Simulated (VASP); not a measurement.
# Al3Sb2P (Cmmm) in VASP: a series of runs

Runs on Al3Sb2P. Level: PBE. Tasks: relaxation of cell and atoms, single point.

All numbers are computed with VASP 6.6.1; they aren't measurements. Logs are shortened: lines on timing, memory, paths and dates and some standing lists are left out, and cuts for length are marked.

**1. The cell of the first run**

Symmetry: Cmmm, No. 65, orthorhombic system. The conventional cell has a = 4.237 Å, b = 14.230 Å, c = 4.384 Å, α = 90.00°, β = 90.00°, γ = 90.00°. Within 3.6 Å of Al (site symmetry mmm) lie 4 Sb at 2.77 Å and 4 P at 3.05 Å and 4 Al at 3.43 Å. Within 3.7 Å of Al (site symmetry m2m) lie 4 Al at 2.81 to 3.43 Å and 6 Sb at 3.17 to 3.48 Å and 2 P at 3.38 Å. Within 3.6 Å of Sb (site symmetry m2m) lie 8 Al at 2.77 to 3.48 Å and 2 P at 2.82 Å and 1 Sb at 3.56 Å. Within 3.7 Å of P (site symmetry mmm) lie 4 Sb at 2.82 Å and 8 Al at 3.05 to 3.38 Å.

The cell was generated, and may not be a known phase.

**2. Relaxation of cell and atoms, PBE**

INCAR

```
SYSTEM = Al3Sb2P
PREC = Accurate ; ENCUT = 600
EDIFF = 1E-7 ; ISMEAR = 0
SIGMA = 0.1 ; LREAL = .False.
LASPH = .True. ; NELM = 100
ALGO = Normal ; ISIF = 3
LWAVE = .False. ; LCHARG = .False.
GGA = PE ; IBRION = 2
NSW = 90 ; EDIFFG = -0.04
```

KPOINTS

```
Automatic mesh
0
Gamma
  4 4 4
  0 0 0
```

POSCAR

```
Al3Sb2P
1.0
    2.1184487200     -7.1152245500      0.0000000000
    2.1184487200      7.1152245500      0.0000000000
    0.0000000000      0.0000000000      4.3842680800
Al Sb P
3 2 1
Direct
    0.5000000000      0.5000000000      0.5000000000
    0.3150000000      0.6850000000      0.0000000000
    0.6850000000      0.3150000000      0.0000000000
    0.1250000000      0.8750000000      0.5000000000
    0.8750000000      0.1250000000      0.5000000000
    0.0000000000      0.0000000000      0.0000000000
```

Potentials or basis: VASP PAW PBE potentials, release 64 (Al, Sb, P).

Launch:

```bash
$ cat potpaw_PBE.64/Al/POTCAR potpaw_PBE.64/Sb/POTCAR potpaw_PBE.64/P/POTCAR > POTCAR
$ mpirun -np 1 vasp_std > vasp.out
```

OUTCAR:

```text
SYSTEM = Al3Sb2P
   PREC = Accurate
   ENCUT = 600
   EDIFF = 1E-7
   ISMEAR = 0
   LREAL = .False.
   LASPH = .True.
   NELM = 100
   ISIF = 3
   GGA = PE
   IBRION = 2
   NSW = 90
   EDIFFG = -0.04

 ion  position               nearest neighbor table
   1  0.500  0.500  0.500-   4 2.77   5 2.77   4 2.77   5 2.77   6 3.05   6 3.05   6 3.05   6 3.05

   2  0.315  0.685  0.000-   3 2.81   3 2.81   5 3.17   5 3.17   5 3.17   5 3.17   4 3.48   4 3.48

   3  0.685  0.315  0.000-   2 2.81   2 2.81   4 3.17   4 3.17   4 3.17   4 3.17   5 3.48   5 3.48

   4  0.125  0.875  0.500-   1 2.77   1 2.77   6 2.82   6 2.82   3 3.17   3 3.17   3 3.17   3 3.17
                             2 3.48   2 3.48   5 3.56
   5  0.875  0.125  0.500-   1 2.77   1 2.77   6 2.82   6 2.82   2 3.17   2 3.17   2 3.17   2 3.17
                             3 3.48   3 3.48   4 3.56
   6  0.000  0.000  0.000-   4 2.82   5 2.82   4 2.82   5 2.82   1 3.05   1 3.05   1 3.05   1 3.05

  LATTYP: Found a base centered orthorhombic cell.
 ALAT       =     4.2368974400
 B/A-ratio  =     3.3586956733
 C/A-ratio  =     1.0347826781

  Lattice vectors:

 A1 = (   2.1184487200,  -7.1152245500,   0.0000000000)
 A2 = (   2.1184487200,   7.1152245500,   0.0000000000)
 A3 = (   0.0000000000,   0.0000000000,   4.3842680800)

Analysis of symmetry for initial positions (statically):
=====================================================================
 Subroutine PRICEL returns:
 Original cell was already a primitive cell.

 Routine SETGRP: Setting up the symmetry group for a
 base centered orthorhombic supercell.

 Subroutine GETGRP returns: Found  8 space group operations
 (whereof  8 operations were pure point group operations)
 out of a pool of  8 trial point group operations.

The static configuration has the point symmetry D_2h.

Analysis of symmetry for dynamics (positions and initial velocities):
=====================================================================
 Subroutine PRICEL returns:
 Original cell was already a primitive cell.

 Routine SETGRP: Setting up the symmetry group for a
 base centered orthorhombic supercell.

 Subroutine GETGRP returns: Found  8 space group operations
 (whereof  8 operations were pure point group operations)
 out of a pool of  8 trial point group operations.

The dynamic configuration has the point symmetry D_2h.

 Subroutine INISYM returns: Found  8 space group operations
 (whereof  8 operations are pure point group operations),
 and found     1 'primitive' translations

----------------------------------------------------------------------------------------

                                     Primitive cell

[... 115 lines left out ...]
  volume/ion in A,a.u.               =      22.03       148.65
  Fermi-wavevector in a.u.,A,eV,Ry     =   0.927045  1.751861 11.693009  0.859412
  Thomas-Fermi vector in A             =   2.053072
   LORBIT       =      0    0 simple, 1 ext, 2 COOP (PROOUT), +10 PAW based schemes
   GGA     = PE    functional components
   LHFCALC =     F    Hartree Fock is set to
   AEXX    =    0.0000 exact exchange contribution
   IVDW    =     0    specifies the selected vdW correction
   LEPSILON=     F    determine dielectric tensor
   LRPA    =     F    only Hartree local field effects (RPA)
 conjugate gradient relaxation of ions
 non-spin polarized calculation
 Gauss-broadening in eV      SIGMA  =   0.10
  energy-cutoff  :      600.00
  volume of cell :      132.17
 maximum number of plane-waves:      4452
   NGX = 29   NGY = 29   NGZ = 17

--------------------------------------- Ionic step        1  -------------------------------------------

 number of electron      24.0000000 magnetization

 Free energy of the ion-electron system (eV)
  ---------------------------------------------------
  ext. energy  EPLUGINS =         0.00000000
  ---------------------------------------------------
  free energy    TOTEN  =       -22.62598288 eV

  energy without entropy =      -22.60638673  energy(sigma->0) =      -22.61618480

------------------------ aborting loop because EDIFF is reached ----------------------------------------

  FORCE on cell =-STRESS in cart. coord.  units (eV):
  Direction    XX          YY          ZZ          XY          YZ          ZX
  --------------------------------------------------------------------------------------
  -------------------------------------------------------------------------------------
  Total       -0.3033226      3.2682573     -0.7207255      0.0000000      0.0000000      0.0000000
  in kB       -3.6768995     39.6180556     -8.7366879      0.0000000      0.0000000      0.0000000
  external PRESSURE =       9.0681561 kB  Pullay stress =       0.0000000 kB
[... 101 lines left out ...]
  FREE ENERGIE OF THE ION-ELECTRON SYSTEM (eV)
  ---------------------------------------------------
  free  energy   TOTEN  =       -22.9864241683 eV

  energy  without entropy=      -22.9640998915  energy(sigma->0) =      -22.97526203

 E-fermi :   6.9563     XC(G=0):  -9.7997

 val. band max:        6.9531496458   @ k =   0.2500   0.0000   0.0000
 cond. band min:       6.9744050400   @ k =   0.2500   0.2500   0.0000
 fundamental gap:      0.0212553941
 Fermi energy:         6.9562601152

 k-point     1 :       0.0000    0.0000    0.0000
  band No.  band energies     occupation
      1      -5.4281      2.00000
      2      -3.2078      2.00000
      3      -2.4020      2.00000
      4       2.1488      2.00000
      5       3.2058      2.00000
      6       3.9048      2.00000
[... 376 lines left out ...]
      3      -2.9895      2.00000
      4      -0.5171      2.00000
      5       2.0856      2.00000
      6       2.8805      2.00000
[... 8 lines left out ...]
     15       9.1938      0.00000
     16       9.2063      0.00000

[... ionic steps 4 to 16 ...]

--------------------------------------- Ionic step       17  -------------------------------------------

 number of electron      24.0000000 magnetization

------------------------ aborting loop because EDIFF is reached ----------------------------------------
[... 75 lines left out ...]
--------------------------------------- Ionic step       19  -------------------------------------------

 number of electron      24.0000001 magnetization

 Free energy of the ion-electron system (eV)
  ---------------------------------------------------
  ext. energy  EPLUGINS =         0.00000000
  ---------------------------------------------------
  free energy    TOTEN  =       -23.36174413 eV

  energy without entropy =      -23.34626801  energy(sigma->0) =      -23.35400607

 E-fermi :   7.8830     XC(G=0): -10.0961

 val. band max:        7.8643486535   @ k =   0.0000   0.0000   0.2500
 cond. band min:       7.8882429147   @ k =   0.5000   0.0000   0.2500
 fundamental gap:      0.0238942613
 Fermi energy:         7.8829617484

 k-point     1 :       0.0000    0.0000    0.0000
  band No.  band energies     occupation
      1      -5.0540      2.00000
      2      -2.8263      2.00000
      3      -2.2249      2.00000
      4       3.6792      2.00000
      5       4.2112      2.00000
      6       4.6870      2.00000
[... 421 lines left out ...]
  FREE ENERGIE OF THE ION-ELECTRON SYSTEM (eV)
  ---------------------------------------------------
  free  energy   TOTEN  =       -23.3617441279 eV

  energy  without entropy=      -23.3462680149  energy(sigma->0) =      -23.35400607

 reached required accuracy - stopping structural energy minimisation
```

OSZICAR:

```text
N       E                     dE             d eps       ncg     rms          rms(c)
DAV:   1     0.865012965298E+02    0.86501E+02   -0.94604E+03   672   0.134E+03
DAV:   2    -0.162634113694E+02   -0.10276E+03   -0.10129E+03   840   0.179E+02
DAV:   3    -0.227495381234E+02   -0.64861E+01   -0.63662E+01   944   0.436E+01
[... 183 lines left out ...]
DAV:   3    -0.233617490859E+02    0.21986E-03   -0.49783E-04   880   0.113E-01    0.165E-02
DAV:   4    -0.233617458062E+02    0.32797E-05   -0.30915E-05   808   0.332E-02    0.118E-02
DAV:   5    -0.233617444928E+02    0.13134E-05   -0.21934E-06   896   0.811E-03    0.594E-03
DAV:   6    -0.233617441658E+02    0.32701E-06   -0.30122E-07   656   0.319E-03    0.111E-03
DAV:   7    -0.233617441279E+02    0.37834E-07   -0.48616E-08   440   0.132E-03
  19 F= -.23361744E+02 E0= -.23354006E+02  d E =-.202758E-02
```

Wall time 23 min (1 thread of Intel Xeon 8259CL, shared host); peak memory 0.4 GiB.

Results:

* Free energy: -23.3617 eV
* Relaxed volume: 20.94 Å³/atom
* Relaxed cell: a = 8.014 Å, b = 8.014 Å, c = 3.864 Å, α = 90.00°, β = 90.00°, γ = 149.59°
* Space group after relaxing (to 0.1 Å): Cmmm (No. 65)
* Energy gained by relaxing: 122.6 meV/atom
* Ionic steps: 19
* Pressure after relaxing: -0.1 GPa
* Largest force after relaxing: 0.030 eV/Å
* Band gap on the k mesh: zero (bands 12 and 13 overlap by 2.52 eV)

Forces in eV/Å, atoms in the order of the input:
```
Al   0.000  0.000  0.000
Al   0.000 -0.021  0.000
Al   0.000  0.021  0.000
Sb   0.000 -0.030  0.000
Sb   0.000  0.030  0.000
P    0.000  0.000  0.000
```

Stress tensor (GPa, compression positive):
```
-0.22  0.00  0.00
 0.00 -0.25  0.00
 0.00  0.00  0.07
```

The path:
| step | energy change (eV) | largest force (eV/Å) | pressure (GPa) | volume (Å³) |
| --- | --- | --- | --- | --- |
| 1 | 0.0000 | 1.2504 | 0.91 | 132.17 |
| 2 | -0.2006 | 0.7528 | -1.00 | 134.53 |
| 3 | -0.3604 | 0.2390 | -3.87 | 138.30 |
| 4 | -0.4977 | 0.2130 | -3.36 | 135.16 |
| 5 | -0.6844 | 0.0803 | -0.07 | 125.69 |
| 6 | -0.6860 | 0.0952 | -0.44 | 126.48 |
| 7 | -0.6861 | 0.1004 | -0.55 | 126.72 |
| 8 | -0.6917 | 0.0825 | -0.31 | 126.20 |
| 9 | -0.6999 | 0.0283 | 0.44 | 124.75 |
| 10 | -0.7057 | 0.0455 | 0.44 | 124.78 |
| 11 | -0.7141 | 0.0833 | 0.42 | 124.80 |
| 12 | -0.7149 | 0.1236 | 0.37 | 124.81 |
| 13 | -0.7167 | 0.0862 | 0.41 | 124.81 |
| 14 | -0.7252 | 0.0789 | 0.02 | 125.47 |
| 15 | -0.7287 | 0.0804 | -0.41 | 126.21 |
| 16 | -0.7324 | 0.0704 | -0.11 | 125.58 |
| 17 | -0.7337 | 0.0611 | 0.20 | 124.99 |
| 18 | -0.7351 | 0.0446 | 0.06 | 125.25 |
| 19 | -0.7358 | 0.0296 | -0.13 | 125.61 |

Final structure:
```
Al Sb P
1.0
     2.10174   -7.73326    0.00000
     2.10174    7.73326    0.00000
     0.00000    0.00000    3.86414
Al Sb P
3 2 1
Direct
  0.50000 0.50000 0.50000
  0.31483 0.68517 0.00000
  0.68517 0.31483 0.00000
  0.14327 0.85673 0.50000
  0.85673 0.14327 0.50000
  0.00000 0.00000 0.00000
```

Caveat: the k points lie up to 0.41 Å⁻¹ apart in the final cell, too coarse for converged energies and pressures of a metal; spin-orbit coupling is left out, which moves the levels of the heavy elements.

**3. Single point, PBE**

This run uses another cell than the first one, of 22.12 Å³/atom.

INCAR

```
SYSTEM = Al3Sb2P
  ALGO = Normal
  EDIFF = 1E-6
  ENCUT = 520
  GGA = PE
  ISIF = 2
  ISMEAR = 0
  LASPH = .True.
  LCHARG = .False.
  LREAL = .False.
  LWAVE = .False.
  NBANDS = 21
  NELM = 80
  PREC = Accurate
  SIGMA = 0.1
```

KPOINTS

```
k-points
0
Gamma
  10 10 10
  0 0 0
```

POSCAR

```
Al3Sb2P
1.0
    1.7241356516    -10.9051075762      0.0000000000
    1.7241356516     10.9051075762      0.0000000000
    0.0000000000      0.0000000000      3.5293908230
Al Sb P
3 2 1
Direct
    0.5000000000      0.5000000000      0.5000000000
    0.2985695466      0.7014304534      0.0000000000
    0.7014304534      0.2985695466      0.0000000000
    0.1254272844      0.8745727156      0.5000000000
    0.8745727156      0.1254272844      0.5000000000
    0.0000000000      0.0000000000      0.0000000000
```

Potentials or basis: VASP PAW PBE potentials, release 64 (Al, Sb, P).

Launch:

```bash
$ cat potpaw_PBE.64/Al/POTCAR potpaw_PBE.64/Sb/POTCAR potpaw_PBE.64/P/POTCAR > POTCAR
$ mpirun -np 1 vasp_std > vasp.out
```

Run time: 25 min. Hardware: 1 thread of Intel Xeon 8259CL, shared host; peak memory 0.83 GiB.

Results (log left out):

```yaml
Free_energy: -23.8371 eV
Pressure: 0.0 GPa
Largest_force: 0.014 eV/Å
Band_gap_on_the_k_mesh: zero (bands 12 and 13 overlap by 4.19 eV)
```

Forces in eV/Å, atoms in the order of the input:
```
Al   0.000  0.000  0.000
Al   0.000  0.010  0.000
Al   0.000 -0.010  0.000
Sb   0.000  0.014  0.000
Sb   0.000 -0.014  0.000
P    0.000  0.000  0.000
```

Levels at points of the mesh, in eV from the Fermi level:
| k point | band 7 | band 8 | band 9 | band 10 | band 11 | band 12 | band 13 | band 14 | band 15 | band 16 |
| --- | --- | --- | --- | --- | --- | --- | --- | --- | --- | --- |
| (0.00, 0.00, 0.00) | -1.55 | -1.25 | -0.60 | 0.66 | 0.67 | 0.82 | 1.04 | 1.45 | 2.67 | 3.31 |
| (0.50, 0.00, 0.00) | -4.08 | -3.43 | -1.97 | -1.11 | -0.83 | 0.94 | 1.15 | 2.40 | 2.73 | 3.14 |
| (0.50, 0.50, 0.00) | -2.04 | -1.55 | 0.38 | 0.62 | 1.01 | 1.06 | 1.14 | 1.47 | 2.68 | 3.17 |
| (0.00, 0.00, 0.50) | -3.12 | -3.07 | -2.67 | -2.32 | -0.27 | 2.29 | 2.35 | 2.62 | 2.68 | 3.33 |
| (0.50, 0.00, 0.50) | -4.32 | -4.06 | -4.04 | -2.80 | -2.51 | -2.46 | -1.14 | -0.91 | -0.02 | 0.18 |
| (0.50, 0.50, 0.50) | -4.00 | -3.92 | -1.11 | -1.10 | -0.27 | 0.41 | 1.10 | 2.24 | 2.77 | 4.13 |

Caveat: spin-orbit coupling is left out, which moves the levels of the heavy elements.

**4. Single point, PBE**

This run uses another cell than the first one, of 22.21 Å³/atom.

INCAR

```
ALGO = Normal
EDIFF = 1E-7
ENCUT = 520
GGA = PE
ISIF = 2
ISMEAR = 0
LASPH = T
LCHARG = T
LELF = T
LREAL = F
LVHAR = T
LWAVE = F
NBANDS = 21
NELM = 100
PREC = Accurate
SIGMA = 0.1
```

KPOINTS

```
k-points
0
Gamma
  12 12 10
```

POSCAR

```
Al3Sb2P
1.0
    1.7030126529    -10.9780401943      0.0000000000
    1.7030126529     10.9780401943      0.0000000000
    0.0000000000      0.0000000000      3.5639071124
Al Sb P
3 2 1
Direct
    0.5000000000      0.5000000000      0.5000000000
    0.2992612440      0.7007387560      0.0000000000
    0.7007387560      0.2992612440      0.0000000000
    0.1260324137      0.8739675863      0.5000000000
    0.8739675863      0.1260324137      0.5000000000
    0.0000000000      0.0000000000      0.0000000000
```

Launch:

```bash
$ cat potpaw_PBE.64/Al/POTCAR potpaw_PBE.64/Sb/POTCAR potpaw_PBE.64/P/POTCAR > POTCAR
$ mpirun -np 1 vasp_std > vasp.out
```

Run time: 49 min. Hardware: 1 thread of Intel Xeon 8259CL, shared host; peak memory 0.97 GiB.

It converged, with:

```yaml
Free_energy: -23.8368 eV
Pressure: 0.0 GPa
Largest_force: 0.017 eV/Å
Band_gap_on_the_k_mesh: zero (bands 12 and 13 overlap by 4.02 eV)
```

Forces on the atoms (eV/Å):
```
Al   0.000  0.000  0.000
Al   0.000  0.012  0.000
Al   0.000 -0.012  0.000
Sb   0.000  0.017  0.000
Sb   0.000 -0.017  0.000
P    0.000  0.000  0.000
```

Levels at points of the mesh, in eV from the Fermi level:
```tsv
k point	band 7	band 8	band 9	band 10	band 11	band 12	band 13	band 14	band 15	band 16
(0.00, 0.00, 0.00)	-1.35	-1.28	-0.73	0.40	0.43	1.06	1.08	1.64	2.72	3.43
(0.50, 0.00, 0.00)	-4.01	-3.39	-1.94	-1.09	-0.89	0.93	1.09	2.27	2.57	3.06
(0.50, 0.50, 0.00)	-2.18	-1.28	0.14	0.62	0.74	1.28	1.31	1.37	2.79	3.16
(0.00, 0.00, 0.50)	-3.18	-3.14	-2.74	-2.35	-0.07	2.26	2.49	2.52	2.86	3.21
(0.50, 0.00, 0.50)	-4.28	-4.15	-4.04	-2.78	-2.52	-2.50	-1.12	-0.91	-0.02	0.17
(0.50, 0.50, 0.50)	-3.99	-3.96	-1.25	-1.18	-0.07	0.36	1.02	2.47	2.95	4.35
```

Caveat: spin-orbit coupling is left out, which moves the levels of the heavy elements.

**5. The runs side by side**

```csv
task,cell,k mesh,cutoff (eV),gap on the mesh (eV),pressure (GPa),largest force (eV/Å)
relaxation of cell and atoms,"relaxed from a = 7.424, b = 7.424, c = 4.384 Å, angles 90.0, 90.0, 146.8°, 6 atoms, atomic positions A",4 × 4 × 4,600,none,-0.1,0.03
single point,"a = 11.041, b = 11.041, c = 3.529 Å, angles 90.0, 90.0, 162.0°, 6 atoms, atomic positions B",10 × 10 × 10,520,none,0.0,0.01
single point,"a = 11.109, b = 11.109, c = 3.564 Å, angles 90.0, 90.0, 162.4°, 6 atoms, atomic positions C",12 × 12 × 10,520,none,0.0,0.02
```

Alike in all rows: level PBE; potentials or basis VASP PAW PBE potentials, release 64 (Al, Sb, P); no spin polarisation; smearing gaussian 0.1 eV.

Caveats: some runs use coarse meshes; spin-orbit coupling is left out, which moves the levels of the heavy elements.

Total energies depend on the potentials used, so only differences within one code and one set of settings carry meaning.

The gap in the log of VASP goes by the Fermi energy; the results here count the filled bands.